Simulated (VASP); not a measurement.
Sb: single point with revPBE+D3(BJ)

Crystal: Sb.

```
Sb
1.0
     2.15420    1.24373    3.75800
    -2.15420    1.24373    3.75800
     0.00000   -2.48746    3.75800
Sb
2
Direct
  0.76651 0.76651 0.76651
  0.23349 0.23349 0.23349
```

```
Program                : VASP 6.6.1
Task                   : single point
Functional             : revPBE
Dispersion             : D3(BJ)
Potentials or basis    : VASP PAW PBE potentials, release 64 (Sb)
Cutoff                 : 520 eV
k mesh                 : 8 × 8 × 8
Occupations            : methfessel-paxton, width 0.1 eV
Spin                   : non-collinear spin, zero start, spin-orbit coupling
Starting moments       : [[0.0, 0.0, 0.0], [0.0, 0.0, 0.0]] μB
Dipole correction      : no
Further INCAR settings : ALGO = Normal; EDIFF = 1e-06; NBANDS = 22
```

```yaml
Pressure: -1.1 GPa
Largest_force: 0.215 eV/Å
Net_moment: 0.00 μB per cell
Valence_electrons_inside_the_program's_atomic_spheres: Sb 2.40
Dispersion_energy_per_atom: -0.892 eV
```

Forces on the atoms (eV/Å):
```
Sb   0.000  0.000 -0.215
Sb   0.000  0.000  0.215
```

Stress tensor (GPa, compression positive):
```
-0.82  0.00  0.00
 0.00 -0.82  0.00
 0.00  0.00 -1.63
```

Moments on the atoms (μB; x, y, z):
```
Sb  0.00 0.00 0.00
Sb  0.00 0.00 0.00
```

It took 5.1 min on 1 thread of AMD EPYC 7R13, with other jobs on the host, peak memory 0.41 GiB.

Caveat: the PAW data sets were made with another functional, which shifts forces and pressure a little.
